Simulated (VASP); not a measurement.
Input of a VASP 6.6.1 run:

The input INCAR:

```
SYSTEM = CuO
PREC = Accurate
ENCUT = 520
EDIFF = 1E-7
ISMEAR = -1
SIGMA = 0.05
LREAL = .False.
LASPH = .True.
NELM = 150
ALGO = Normal
ISIF = 2
LWAVE = .False.
LCHARG = .False.
LMAXMIX = 4
LDAU = .True.
LDAUTYPE = 2
LDAUL = 2 -1
LDAUU = 3 0
LDAUJ = 0 0
LDAUPRINT = 1
GGA = PS
NBANDS = 25
```

Contents of KPOINTS:

```
Automatic mesh
0
Gamma
  10 10 5
  0 0 0
```

Contents of POSCAR:

```
CuO
1.0
    2.3446500000     -1.7134000000      0.0000000000
    2.3446500000      1.7134000000      0.0000000000
   -0.8605543552      0.0000000000      5.0594363927
Cu O
2 2
Direct
    0.4968000000      0.0032000000      0.5000000000
    0.0032000000      0.4968000000      0.0000000000
    0.4056000000      0.5714000000      0.7537000000
    0.5714000000      0.4056000000      0.2537000000
```

Potentials or basis: VASP PAW PBE potentials, release 64 (Cu, O).

Command:

```sh
$ cat potpaw_PBE.64/Cu/POTCAR potpaw_PBE.64/O/POTCAR > POTCAR
$ mpirun -np 1 vasp_std > vasp.out
```

(1) What does it give for the band gap on the k mesh?

(2) Estimate the pressure.

(3) Estimate the largest force.

## Answers

(1) zero (bands 17 and 18 overlap by 0.64 eV).

(2) -4.4 GPa.

(3) 0.711 eV/Å.

Caveat: the cell stands under tension; the PAW data sets were made with another functional, which shifts forces and pressure a little; U without spin polarisation on a metal has little footing.
